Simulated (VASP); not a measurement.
Runs of VASP 6.6.1 on SiB. The structure is that of space group P-6m2 (No. 187), or close to it. The cells are those of the table. 

```csv
task,cell,k mesh,cutoff (eV),gap on the mesh (eV),pressure (GPa),relaxed volume (Å³/atom)
relaxation of cell and atoms,"relaxed from a = 2.823, b = 2.823, c = 3.049 Å, angles 90.0, 90.0, 120.0°, 2 atoms",9 × 9 × 6,600,none,-0.4,10.65
relaxation of cell and atoms,"relaxed from a = 2.875, b = 2.875, c = 2.970 Å, angles 90.0, 90.0, 120.0°, 2 atoms",24 × 24 × 18,600,none,0.1,(a)
single point,"a = 2.875, b = 2.875, c = 2.970 Å, angles 90.0, 90.0, 120.0°, 2 atoms",9 × 9 × 6,520,none,0.2,-
single point,"a = 3.198, b = 3.198, c = 2.426 Å, angles 90.0, 90.0, 120.0°, 2 atoms",24 × 24 × 18,520,none,-0.1,-
```

Alike in all rows: level PBE; potentials or basis VASP PAW PBE potentials, release 64 (Si, B); no spin polarisation; smearing gaussian 0.1 eV.

**Question.** Fill in the values left out.

**Answer.** (a) 10.73.

A gap of «none» marks levels without a gap at the run's occupations.
